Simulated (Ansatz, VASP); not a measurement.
SbS3 in VASP and in Ansatz

```
Sb S
1.0
     0.00000    3.34982    3.34982
     3.34982    0.00000    3.34982
     3.34982    3.34982    0.00000
Sb S
1 3
Direct
  0.00000 0.00000 0.00000
  0.25000 0.25000 0.25000
  0.75000 0.75000 0.75000
  0.50000 0.50000 0.50000
```

Change from the starting cell: species swapped into the K3Na type (Fm-3m, No. 225).

Alike in both runs: functional PBE; k mesh 4 × 4 × 4; occupations gaussian, width 0.1 eV; no spin polarisation.

Ansatz relaxed the structure, and its values are those at the end. VASP's run is a single point on that final structure, the one shown.

|  | VASP | Ansatz |
| --- | --- | --- |
| version | VASP 6.6.1 | Ansatz 0.2.0 |
| potentials or method | VASP PAW PBE potentials, release 64 (Sb, S), cutoff 520 eV | scalar-relativistic, plane waves, PAW |
| valence electrons in the cell | 23 | 33 |

Ansatz gave:

```
gap on the k mesh at the Fermi level (eV) : none
pressure (GPa)                            : -0.1
```

Q: Which values does VASP return?

A: gap on the k mesh at the Fermi level (eV): none; pressure (GPa): -0.4.

A gap of «none» marks a metal or a gap that the smearing closes. VASP's potentials hold 23 valence electrons a cell and Ansatz's 33, so a difference there can come from the potentials and not from the codes.

The k mesh is coarse, so the values compare programs but aren't converged. Neither program's run includes spin-orbit coupling.
